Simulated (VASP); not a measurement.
## NaCl: single point with revPBE+D3(BJ)

NaCl:

```
Na Cl
1.0
     0.00000    2.79240    2.79240
     2.79240    0.00000    2.79240
     2.79240    2.79240    0.00000
Na Cl
1 1
Cartesian
  0.0000 0.0000 0.0000
  2.7924 2.7924 2.7924
```

```json
{
  "Program": "VASP 6.6.1",
  "Task": "single point",
  "Functional": "revPBE",
  "Dispersion": "D3(BJ)",
  "Potentials or basis": "VASP PAW PBE potentials, release 64 (Na_pv, Cl)",
  "Cutoff": "500 eV",
  "k mesh": "6 × 6 × 6",
  "Occupations": "gaussian, width 0.01 eV",
  "Spin": "no spin polarisation",
  "Dipole correction": "no",
  "Further INCAR settings": "ALGO = Normal; EDIFF = 1e-06; NBANDS = 14"
}
```

* Pressure: -0.1 GPa
* Band gap on the k mesh: 5.50 eV
* Dispersion energy per atom: -0.421 eV

Levels at points of the mesh, in eV from the valence-band top:
```tsv
k point	band 3	band 4	band 5	band 6	band 7	band 8	band 9	band 10	band 11	band 12
(0.00, 0.00, 0.00)	-20.78	-12.72	0.00	0.00	0.00	5.50	11.29	11.29	11.29	13.44
(0.50, 0.00, 0.00)	-20.78	-12.36	-1.96	-0.27	-0.27	7.55	11.12	11.20	11.20	15.48
(0.50, 0.50, 0.00)	-20.79	-12.31	-1.69	-0.61	-0.61	7.86	8.25	11.78	15.32	15.32
```

It took 26 s on 1 thread of Intel Xeon 8259CL, with other jobs on the host, peak memory 0.17 GiB.

Caveat: the PAW data sets were made with another functional, which shifts forces and pressure a little. As with any semilocal functional, this revPBE gap is likely too small.
